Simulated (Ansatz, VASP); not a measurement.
# One calculation of Zr, two programs

INCAR

```
PREC = Accurate
ENCUT = 500
EDIFF = 1E-6
ISMEAR = 0
SIGMA = 0.1
LREAL = False
LASPH = True
NELM = 120
ALGO = Normal
ISIF = 2
LWAVE = False
LCHARG = False
GGA = PS
NBANDS = 19
GGA_COMPAT = False
```

Contents of KPOINTS:

```
regular mesh
0
Gamma
  6 6 4
```

Contents of POSCAR:

```
Zr
1.0
    3.3336306063      0.0000000000      0.0000000000
   -1.6668153031      2.8870087919      0.0000000000
    0.0000000000      0.0000000000      5.3229512485
Zr
2
Direct
    0.3333333333      0.6666666667      0.2500000000
    0.6666666667      0.3333333333      0.7500000000
```

Input for Ansatz:

```yaml
crystal:
  lattice:
    - [3.3336306063, 0.0, 0.0]
    - [-1.6668153031, 2.8870087919, 0.0]
    - [0.0, 0.0, 5.3229512485]
  atoms:
    - { symbol: Zr, position: [0.3333333333, 0.6666666667, 0.25] }
    - { symbol: Zr, position: [0.6666666667, 0.3333333333, 0.75] }
basis: {}
kpoints:
  mp_grid: { grid: [6, 6, 4] }
hamiltonian:
  xc: pbesol
  pseudopotentials: { kind: paw, source: ansatz }
scf:
  occupations: { method: gaussian, width: 0.1 }
  eigensolver: { mixed_precision: false }
  max_iter: 57
output:
  forces: true
  stress: true
  eigenvalues: true
```

Alike in both runs: task single point; functional PBEsol; k mesh 6 × 6 × 4; occupations gaussian, width 0.1 eV; no spin polarisation.

|  | VASP | Ansatz |
| --- | --- | --- |
| version | VASP 6.6.1 | Ansatz 0.2.0 |
| potentials or method | VASP PAW PBE potentials, release 64 (Zr_sv) | scalar-relativistic, plane waves, PAW (harder set) |
| plane-wave cutoff (eV) | 500 | 420 |
| valence electrons in the cell | 24 | 24 |

|  | VASP | Ansatz | Ansatz less VASP |
| --- | --- | --- | --- |
| gap on the k mesh at the Fermi level (eV) | none | none | - |
| pressure (GPa) | -10.5 | -10.5 | -0.03 |
| traceless stress, the component that is largest in VASP (GPa) | 0.31 | 0.31 | -0.003 |

VASP's potentials were made for PBE, not for PBEsol. A gap of «none» marks a metal or a gap that the smearing closes.

The k mesh is coarse, so the values compare programs but aren't converged.
